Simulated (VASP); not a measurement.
# Si (Fd-3m) in VASP: a series of runs

Si is run at these levels: PBE; tasks: single point, relaxation of cell and atoms.

Everything below comes from runs of VASP 6.6.1. Logs are shortened: lines on timing, memory, paths and dates and some standing lists are left out, and cuts for length are marked.

## (1) The cell of the first run

The structure is cubic, space group Fd-3m (No. 227). The conventional cell has a = 5.506 Å, b = 5.506 Å, c = 5.506 Å, α = 90.00°, β = 90.00°, γ = 90.00°. Within 3.1 Å of Si (site symmetry -43m) lie 4 Si at 2.38 Å.

## (2) Single point, PBE

The input, INCAR:

```
ALGO = Normal ; EDIFF = 1E-6
ENCUT = 520 ; GGA = PE
ISIF = 2 ; ISMEAR = -1
LASPH = T ; LCHARG = F
LREAL = F ; LWAVE = F
NBANDS = 11 ; NELM = 80
PREC = Accurate ; SIGMA = 0.05
```

The input, KPOINTS:

```
k-points
0
Gamma
  7 7 7
```

The input, POSCAR:

```
Si
1.0
    0.0000000000      2.7532178281      2.7532178281
    2.7532178281      0.0000000000      2.7532178281
    2.7532178281      2.7532178281      0.0000000000
Si
2
Direct
    0.0000000000      0.0000000000      0.0000000000
    0.2500000000      0.2500000000      0.2500000000
```

Potentials or basis: VASP PAW PBE potentials, release 64 (Si).

Started as:

```sh
cat potpaw_PBE.64/Si/POTCAR > POTCAR
mpirun -np 1 vasp_std > vasp.out
```

OUTCAR:

```text
EDIFF = 1E-6
   ENCUT = 520
   GGA = PE
   ISIF = 2
   ISMEAR = -1
   LASPH = T
   LREAL = F
   NELM = 80
   PREC = Accurate

 ion  position               nearest neighbor table
   1  0.000  0.000  0.000-   2 2.38   2 2.38   2 2.38   2 2.38
   2  0.250  0.250  0.250-   1 2.38   1 2.38   1 2.38   1 2.38

  LATTYP: Found a face centered cubic cell.
 ALAT       =     5.5064356562

  Lattice vectors:

 A1 = (   0.0000000000,   2.7532178281,   2.7532178281)
 A2 = (   2.7532178281,   0.0000000000,   2.7532178281)
 A3 = (   2.7532178281,   2.7532178281,   0.0000000000)

Analysis of symmetry for initial positions (statically):
=====================================================================
 Subroutine PRICEL returns:
 Original cell was already a primitive cell.

 Routine SETGRP: Setting up the symmetry group for a
 face centered cubic supercell.

 Subroutine GETGRP returns: Found 48 space group operations
 (whereof 24 operations were pure point group operations)
 out of a pool of 48 trial point group operations.

The static configuration has the point symmetry T_d .
 The point group associated with its full space group is O_h .

Analysis of symmetry for dynamics (positions and initial velocities):
=====================================================================
 Subroutine PRICEL returns:
 Original cell was already a primitive cell.

 Routine SETGRP: Setting up the symmetry group for a
 face centered cubic supercell.

 Subroutine GETGRP returns: Found 48 space group operations
 (whereof 24 operations were pure point group operations)
 out of a pool of 48 trial point group operations.

The dynamic configuration has the point symmetry T_d .
 The point group associated with its full space group is O_h .

 Subroutine INISYM returns: Found 48 space group operations
 (whereof 24 operations are pure point group operations),
 and found     1 'primitive' translations

----------------------------------------------------------------------------------------

                                     Primitive cell

  volume of cell :      41.7399

  direct lattice vectors                    reciprocal lattice vectors
     0.000000000  2.753217828  2.753217828    -0.181605682  0.181605682  0.181605682
     2.753217828  0.000000000  2.753217828     0.181605682 -0.181605682  0.181605682
     2.753217828  2.753217828  0.000000000     0.181605682  0.181605682 -0.181605682

  length of vectors
     3.893637993  3.893637993  3.893637993     0.314550267  0.314550267  0.314550267

  position of ions in fractional coordinates (direct lattice)
     0.000000000  0.000000000  0.000000000
     0.250000000  0.250000000  0.250000000

  ion indices of the primitive-cell ions
   primitive index   ion index
                 1           1
                 2           2

----------------------------------------------------------------------------------------

 KPOINTS: k-points

Automatic generation of k-mesh.
 Grid dimensions read from file:
 generate k-points for:    7    7    7

 Generating k-lattice:

  Cartesian coordinates                     Fractional coordinates (reciprocal lattice)
    -0.025943669  0.025943669  0.025943669     0.142857143  0.000000000  0.000000000
     0.025943669 -0.025943669  0.025943669     0.000000000  0.142857143  0.000000000
     0.025943669  0.025943669 -0.025943669     0.000000000  0.000000000  0.142857143

  Length of vectors
     0.044935752  0.044935752  0.044935752

  Shift w.r.t. Gamma in fractional coordinates (k-lattice)
     0.000000000  0.000000000  0.000000000

 Subroutine IBZKPT returns following result:
 ===========================================

 Found     20 irreducible k-points:

 Following reciprocal coordinates:
            Coordinates               Weight
  0.000000  0.000000  0.000000      1.000000
  0.142857  0.000000  0.000000      8.000000
  0.285714  0.000000  0.000000      8.000000
  0.428571  0.000000  0.000000      8.000000
  0.142857  0.142857  0.000000      6.000000
  0.285714  0.142857  0.000000     24.000000
[... 12 lines left out ...]
 -0.428571  0.428571  0.142857     24.000000
 -0.285714  0.428571  0.142857     24.000000
   k-points           NKPTS =     20   k-points in BZ     NKDIM =     20   number of bands    NBANDS=     11
   number of dos      NEDOS =    301   number of ions     NIONS =      2
   total plane-waves  NPLWV =  27000
   dimension x,y,z NGX =    30 NGY =   30 NGZ =   30
   dimension x,y,z NGXF=    60 NGYF=   60 NGZF=   60
   ions per type =               2
   NGX,Y,Z   is equivalent  to a cutoff of  12.81, 12.81, 12.81 a.u.
   NGXF,Y,Z  is equivalent  to a cutoff of  25.62, 25.62, 25.62 a.u.
 SYSTEM =  unknown system
   PREC   = accura    normal or accurate (medium, high low for compatibility)
   ISTART =      0    job   : 0-new  1-cont  2-samecut
   ICHARG =      2    charge: 1-file 2-atom 10-const
   ISPIN  =      1    spin polarized calculation?
   LNONCOLLINEAR =      F non collinear calculations
   LSORBIT =      F    spin-orbit coupling
   LASPH  =      T    aspherical Exc in radial PAW
   ENCUT  =  520.0 eV  38.22 Ry    6.18 a.u.   7.24  7.24  7.24*2*pi/ulx,y,z
   NELM   =     80;   NELMIN=  2; NELMDL= -5     # of ELM steps
   EDIFF  = 0.1E-05   stopping-criterion for ELM
   LREAL  =      F    real-space projection
   EDIFFG = 0.1E-04   stopping-criterion for IOM
   NSW    =      0    number of steps for IOM
   IBRION =     -1    ionic relax: 0-MD 1-quasi-New 2-CG
   NFREE  =      0    steps in history (QN), initial steepest desc. (CG)
   ISIF   =      2    stress and relaxation
   ISYM   =      2    0-nonsym 1-usesym 2-fastsym
   POTIM  = 0.5000    time-step for ionic-motion
   TEBEG  =    0.0;   TEEND  =   0.0 temperature during run
   PSTRESS=    0.0 pullay stress
   NELECT =       8.0000    total number of electrons
   NUPDOWN=      -1.0000    fix difference up-down
   EMIN   =  10.00;   EMAX   =-10.00  energy-range for DOS
   EFERMI =   0.00;   METHOD = LEGACY
   ISMEAR =    -1;   SIGMA  =   0.05  broadening in eV -4-tet -1-fermi 0-gaus
   EFERMI_NEDOS =   21; number of points for ismear=-14 and -15
   IALGO  =     38    algorithm
   IMIX   =      4    mixing-type and parameters
     AMIX     =   0.40;   BMIX     =  1.00
     AMIX_MAG =   1.60;   BMIX_MAG =  1.00
  volume/ion in A,a.u.               =      20.87       140.84
  Fermi-wavevector in a.u.,A,eV,Ry     =   0.943889  1.783692 12.121790  0.890926
  Thomas-Fermi vector in A             =   2.071640
   LORBIT       =      0    0 simple, 1 ext, 2 COOP (PROOUT), +10 PAW based schemes
   GGA     = PE    functional components
   LHFCALC =     F    Hartree Fock is set to
   AEXX    =    0.0000 exact exchange contribution
   IVDW    =     0    specifies the selected vdW correction
   LEPSILON=     F    determine dielectric tensor
   LRPA    =     F    only Hartree local field effects (RPA)
 non-spin polarized calculation
  energy-cutoff  :      520.00
  volume of cell :       41.74
 maximum number of plane-waves:      1139
 NGX is ok and might be reduce to    30
   NGX = 15   NGY = 15   NGZ = 15

 number of electron       8.0000001 magnetization

 Free energy of the ion-electron system (eV)
  ---------------------------------------------------
  ext. energy  EPLUGINS =         0.00000000
  ---------------------------------------------------
  free energy    TOTEN  =       -10.83596226 eV

  energy without entropy =      -10.83593318  energy(sigma->0) =      -10.83594772

 E-fermi :   5.7225     XC(G=0):  -9.2453

 val. band max:        5.4165887653   @ k =   0.0000   0.0000   0.0000
 cond. band min:       6.0630677315   @ k =   0.4286   0.4286   0.0000
 fundamental gap:      0.6464789662
 Fermi energy:         5.7224958616

 k-point     1 :       0.0000    0.0000    0.0000
  band No.  band energies     occupation
      1      -6.2607      2.00000
      2       5.4166      1.99560
      3       5.4166      1.99560
      4       5.4166      1.99560
      5       7.9630      0.00000
      6       7.9630      0.00000
      7       7.9630      0.00000
      8       8.3178      0.00000
      9      13.1129      0.00000
     10      13.1129      0.00000
     11      13.2137      0.00000

 k-point     2 :       0.1429    0.0000    0.0000
  band No.  band energies     occupation
      1      -6.0040      2.00000
      2       3.5041      2.00000
      3       5.0741      2.00000
      4       5.0741      2.00000
      5       7.7255      0.00000
      6       8.4646      0.00000
      7       8.4646      0.00000
      8      10.0958      0.00000
      9      12.5735      0.00000
     10      12.5735      0.00000
     11      14.1487      0.00000

 k-point     3 :       0.2857    0.0000    0.0000
  band No.  band energies     occupation
      1      -5.2660      2.00000
      2       0.9586      2.00000
      3       4.5739      2.00000
      4       4.5739      2.00000
      5       7.1781      0.00000
      6       8.9274      0.00000
      7       8.9274      0.00000
      8      12.5743      0.00000
      9      12.8381      0.00000
     10      12.8381      0.00000
     11      14.1707      0.00000

 k-point     4 :       0.4286    0.0000    0.0000
  band No.  band energies     occupation
      1      -4.2724      2.00000
      2      -0.9978      2.00000
      3       4.2918      2.00000
      4       4.2918      2.00000
      5       6.8524      0.00000
      6       8.8078      0.00000
      7       8.8078      0.00000
      8      13.1424      0.00000
      9      14.7823      0.00000
     10      14.7823      0.00000
     11      15.6178      0.00000
[... 183 lines left out ...]
 k-point    18 :      -0.4286    0.2857    0.1429
  band No.  band energies     occupation
      1      -3.6100      2.00000
      2      -0.8999      2.00000
      3       1.8690      2.00000
      4       3.1900      2.00000
      5       8.4615      0.00000
      6       8.8591      0.00000
      7      10.7900      0.00000
      8      11.8748      0.00000
      9      13.5763      0.00000
     10      15.2023      0.00000
     11      17.4097      0.00000

 k-point    19 :      -0.4286    0.4286    0.1429
  band No.  band energies     occupation
      1      -3.0828      2.00000
      2      -1.2409      2.00000
      3       1.9705      2.00000
      4       2.3690      2.00000
      5       7.6388      0.00000
      6       8.0117      0.00000
      7      11.4315      0.00000
      8      13.8462      0.00000
      9      14.3960      0.00000
     10      16.2084      0.00000
     11      17.5962      0.00000

 k-point    20 :      -0.2857    0.4286    0.1429
  band No.  band energies     occupation
      1      -2.6704      2.00000
      2      -1.6208      2.00000
      3       1.3658      2.00000
      4       2.4557      2.00000
      5       8.1543      0.00000
      6      10.2351      0.00000
      7      10.9118      0.00000
      8      11.0876      0.00000
      9      14.2765      0.00000
     10      15.4355      0.00000
     11      18.2834      0.00000

------------------------ aborting loop because EDIFF is reached ----------------------------------------

  FORCE on cell =-STRESS in cart. coord.  units (eV):
  Direction    XX          YY          ZZ          XY          YZ          ZX
  --------------------------------------------------------------------------------------
  -------------------------------------------------------------------------------------
  Total       -0.4538466     -0.4538466     -0.4538466      0.0000000     -0.0000000      0.0000000
  in kB      -17.4207926    -17.4207926    -17.4207926      0.0000000     -0.0000000      0.0000000
  external PRESSURE =     -17.4207926 kB  Pullay stress =       0.0000000 kB

 VOLUME and BASIS-vectors are now :
 -----------------------------------------------------------------------------
  energy-cutoff  :      520.00
  volume of cell :       41.74
      direct lattice vectors                 reciprocal lattice vectors
     0.000000000  2.753217828  2.753217828    -0.181605682  0.181605682  0.181605682
     2.753217828  0.000000000  2.753217828     0.181605682 -0.181605682  0.181605682
     2.753217828  2.753217828  0.000000000     0.181605682  0.181605682 -0.181605682

 POSITION                                       TOTAL-FORCE (eV/Angst)
 -----------------------------------------------------------------------------------
      0.00000      0.00000      0.00000        -0.000000      0.000000     -0.000000
      1.37661      1.37661      1.37661         0.000000     -0.000000      0.000000
 -----------------------------------------------------------------------------------
    total drift:                               -0.000000     -0.000000     -0.000000

  FREE ENERGIE OF THE ION-ELECTRON SYSTEM (eV)
  ---------------------------------------------------
  free  energy   TOTEN  =       -10.8359622645 eV

  energy  without entropy=      -10.8359331772  energy(sigma->0) =      -10.83594772
```

Run time: 17 s. Hardware: 1 thread of Intel Xeon 8259CL, shared host; peak memory 0.15 GiB.

Results:

```yaml
Free_energy: -10.8360 eV
Pressure: -1.7 GPa
Band_gap_on_the_k_mesh: 0.65 eV, indirect (least direct gap 2.55 eV)
```

Levels at points of the mesh, in eV from the valence-band top:
| k point | band 1 | band 2 | band 3 | band 4 | band 5 | band 6 | band 7 | band 8 | band 9 |
| --- | --- | --- | --- | --- | --- | --- | --- | --- | --- |
| (0.00, 0.00, 0.00) | -11.68 | 0.00 | 0.00 | 0.00 | 2.55 | 2.55 | 2.55 | 2.90 | 7.70 |

## (3) Relaxation of cell and atoms, PBE

This run uses another cell than the first one, of 20.01 Å³/atom, 0.959 times its volume.

The input, INCAR:

```
PREC = Accurate ; ENCUT = 600
EDIFF = 1E-6 ; ISMEAR = -1
SIGMA = 0.05 ; LREAL = False
LASPH = True ; NELM = 80
ALGO = Normal ; ISIF = 3
LWAVE = False ; LCHARG = False
GGA = PE ; IBRION = 2
NSW = 80 ; EDIFFG = -0.02
```

The input, KPOINTS:

```
Automatic mesh
0
Gamma
  7 7 7
```

The input, POSCAR:

```
Si
1.0
    0.0000000000      2.7150000000      2.7150000000
    2.7150000000      0.0000000000      2.7150000000
    2.7150000000      2.7150000000      0.0000000000
Si
2
Direct
    0.0000000000      0.0000000000      0.0000000000
    0.2500000000      0.2500000000      0.2500000000
```

Potentials or basis: VASP PAW PBE potentials, release 64 (Si).

Started as:

```sh
cat potpaw_PBE.64/Si/POTCAR > POTCAR
mpirun -np 1 vasp_std > vasp.out
```

It took 32 s on 1 thread of AMD EPYC 7R13, shared host; peak memory 0.14 GiB.

The run converged. Its results:

| Quantity | Value |
| --- | --- |
| Free energy | -10.8407 eV |
| Relaxed volume | 20.45 Å³/atom |
| Relaxed cell | a = 3.867 Å, b = 3.867 Å, c = 3.867 Å, α = 60.00°, β = 60.00°, γ = 60.00° |
| Space group after relaxing (to 0.05 Å) | Fd-3m (No. 227) |
| Energy gained by relaxing | 2.7 meV/atom |
| Ionic steps | 3 |
| Pressure after relaxing | 0.0 GPa |
| Band gap on the k mesh | 0.61 eV, indirect (least direct gap 2.56 eV) |

Step by step:
```tsv
step	energy change (eV)	largest force (eV/Å)	pressure (GPa)	volume (Å³)
1	0.0000	0.0000	2.02	40.03
2	-0.0029	0.0000	-1.27	41.50
3	-0.0053	0.0000	0.01	40.89
```

Final structure:
```
Si
1.0
     0.00000    2.73449    2.73449
     2.73449    0.00000    2.73449
     2.73449    2.73449    0.00000
Si
2
Cartesian
  0.0000 0.0000 0.0000
  1.3672 1.3672 1.3672
```

Levels at points of the mesh, in eV from the valence-band top:
```csv
k point,band 1,band 2,band 3,band 4,band 5,band 6,band 7,band 8
"(0.00, 0.00, 0.00)",-11.81,0.00,0.00,0.00,2.56,2.56,2.56,3.13
```

A k mesh can miss the band edges. Expect the measured gap to be larger: semilocal functionals such as PBE lack the derivative discontinuity.

(Continued in part 2 of 2.)
